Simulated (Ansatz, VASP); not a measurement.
This is a calculation of CdTe for Ansatz 0.2.0.

Contents of input.yaml:

```yaml
crystal:
  lattice:
    - [0.0, 3.1616838793, 3.1616838793]
    - [3.1616838793, 0.0, 3.1616838793]
    - [3.1616838793, 3.1616838793, 0.0]
  atoms:
    - { symbol: Te, position: [0.75, 0.75, 0.75] }
    - { symbol: Cd, position: [0.0, 0.0, 0.0] }
hamiltonian:
  xc: r2scan
  pseudopotentials: { kind: paw }
  dispersion: d3bj
kpoints:
  mp_grid: { grid: [7, 7, 7] }
scf:
  occupations: { method: fermi_dirac, width: 0.05 }
output:
  forces: true
  stress: true
  eigenvalues: true
```

Potentials or basis: Ansatz PAW.

Run with:

```sh
$ ansatz run input.yaml --threads 2 --pin off --max-ram 5120MiB --backend cpu --events-out ev --progress --plain --runs-dir out
```

Question: Set up the same calculation for VASP 6.6.1. Potentials there: VASP PAW PBE potentials, release 64 (Te, Cd).

Answer: As run (the cutoff follows the program's own potentials):

POSCAR

```
CdTe
1.0
    0.0000000000      3.1616838793      3.1616838793
    3.1616838793      0.0000000000      3.1616838793
    3.1616838793      3.1616838793      0.0000000000
Te Cd
1 1
Direct
    0.7500000000      0.7500000000      0.7500000000
    0.0000000000      0.0000000000      0.0000000000
```

The input INCAR.step1:

```
PREC = Accurate ; ENCUT = 520
ISMEAR = -1 ; SIGMA = 0.05
LREAL = False ; LASPH = True
NELM = 100 ; NBANDS = 16
GGA = PE ; ALGO = Normal
EDIFF = 1E-4 ; LWAVE = True
LCHARG = False
```

INCAR.step2

```
PREC = Accurate ; ENCUT = 520
EDIFF = 1E-6 ; ISMEAR = -1
SIGMA = 0.05 ; LREAL = False
LASPH = True ; NELM = 100
ALGO = Normal ; ISIF = 2
LWAVE = False ; LCHARG = True
METAGGA = R2SCAN ; LMIXTAU = True
IVDW = 12 ; VDW_S6 = 1.0
VDW_S8 = 0.78981345 ; VDW_A1 = 0.49484001
VDW_A2 = 5.73083694 ; LELF = True
LVHAR = True ; NBANDS = 16
ISTART = 1
```

The input KPOINTS:

```
Automatic mesh
0
Gamma
  7 7 7
```

Potentials or basis: VASP PAW PBE potentials, release 64 (Te, Cd).

Run with:

```bash
$ cat potpaw_PBE.64/Te/POTCAR potpaw_PBE.64/Cd/POTCAR > POTCAR
$ cp INCAR.step1 INCAR
$ mpirun -np 1 vasp_std > vasp.out
$ cp INCAR.step2 INCAR
$ mpirun -np 1 vasp_std > vasp.out
```

Both were run:

|  | VASP | Ansatz | Ansatz less VASP |
| --- | --- | --- | --- |
| gap on the k mesh at the Fermi level (eV) | 1.52 | 1.52 | +0.001 |
| least direct gap on the mesh (eV) | 1.52 | 1.52 | +0.001 |
| pressure (GPa) | 4.9 | 4.8 | -0.17 |

VASP's potentials were made for PBE, not for r2SCAN. VASP's potentials hold 18 valence electrons a cell and Ansatz's 36, so a difference there can come from the potentials and not from the codes.

Neither program's run includes spin-orbit coupling. Noted on Ansatz's run: odd divisions of the mesh miss points on the zone boundary, where band edges often lie, so the gap on the mesh can be too wide.
